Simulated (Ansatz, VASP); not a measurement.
# Sb: VASP beside Ansatz

```xyz
4
Lattice="0.0068 3.1149 -0.0018 -0.0349 -0.0041 6.2354 6.2154 0.0139 -0.0347" Properties=species:S:1:pos:R:3 pbc="T T T"
Sb    1.5542    1.5628   -0.0154
Sb    1.5366    1.5619    3.1136
Sb    4.6687    1.5649   -0.0235
Sb    4.6501    1.5639    3.0877
```

Change from the starting cell: cell x4, atoms moved at random (sigma 0.1 Å) and cell strained at random (1.5 %), then relaxed without symmetry.

Alike in both runs: functional PBE; k mesh 8 × 4 × 4; occupations gaussian, width 0.2 eV; no spin polarisation.

Ansatz relaxed the structure, and its values are those at the end. VASP's run is a single point on that final structure, the one shown.

|  | VASP | Ansatz |
| --- | --- | --- |
| version | VASP 6.6.1 | Ansatz 0.2.0 |
| potentials or method | VASP PAW PBE potentials, release 64 (Sb), cutoff 520 eV | scalar-relativistic, plane waves, PAW |
| valence electrons in the cell | 20 | 60 |

|  | VASP | Ansatz | Ansatz less VASP |
| --- | --- | --- | --- |
| gap on the k mesh at the Fermi level (eV) | none | none | - |
| pressure (GPa) | 0.0 | 0.0 | +0.02 |
| rms of the force components (eV/Å) | 0.004 | 0.003 | -0.0005 |

A gap of «none» marks a metal or a gap that the smearing closes. VASP's potentials hold 20 valence electrons a cell and Ansatz's 60, so a difference there can come from the potentials and not from the codes.

Spin-orbit coupling is off throughout.
